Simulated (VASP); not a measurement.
A run of VASP 6.6.1 is set up as follows.

The input INCAR:

```
  PREC = Accurate
  ENCUT = 520
  EDIFF = 1E-8
  ISMEAR = -1
  SIGMA = 0.08
  LREAL = F
  LASPH = T
  NELM = 60
  ALGO = Normal
  ISIF = 2
  LWAVE = F
  LCHARG = F
  GGA = PE
  LEFG = T
  NBANDS = 20
```

File KPOINTS:

```
regular mesh
0
Gamma
  12 12 10
```

File POSCAR:

```
Ga
1.0
    1.4548173111     -4.0785050826      0.0000000000
    1.4548173111      4.0785050826      0.0000000000
    0.0000000000      0.0000000000      3.1805316388
Ga
2
Direct
    0.8670000000      0.1330000000      0.2500000000
    0.1330000000      0.8670000000      0.7500000000
```

Potentials or basis: VASP PAW PBE potentials, release 64 (Ga_d).

Launch:

```sh
$ cat potpaw_PBE.64/Ga_d/POTCAR > POTCAR
$ mpirun -np 1 vasp_std > vasp.out
```

Question: Estimate the band gap on the k mesh.

Answer: Zero (band 13 reaches 10.66 eV, above the bottom of band 14 at 1.37 eV).

Question: What does it give for the largest force?

Answer: 0.191 eV/Å.

Electric field gradients, principal values (V/Å²):
| atom | least | middle | greatest (by size) |
| --- | --- | --- | --- |
| 1 Ga | 10.135 | 16.367 | -26.502 |
| 2 Ga | 10.135 | 16.367 | -26.502 |

Caveat: without QUAD_EFG the Cq values of the log hold for a quadrupole moment of 1 mb, not for the nuclei.
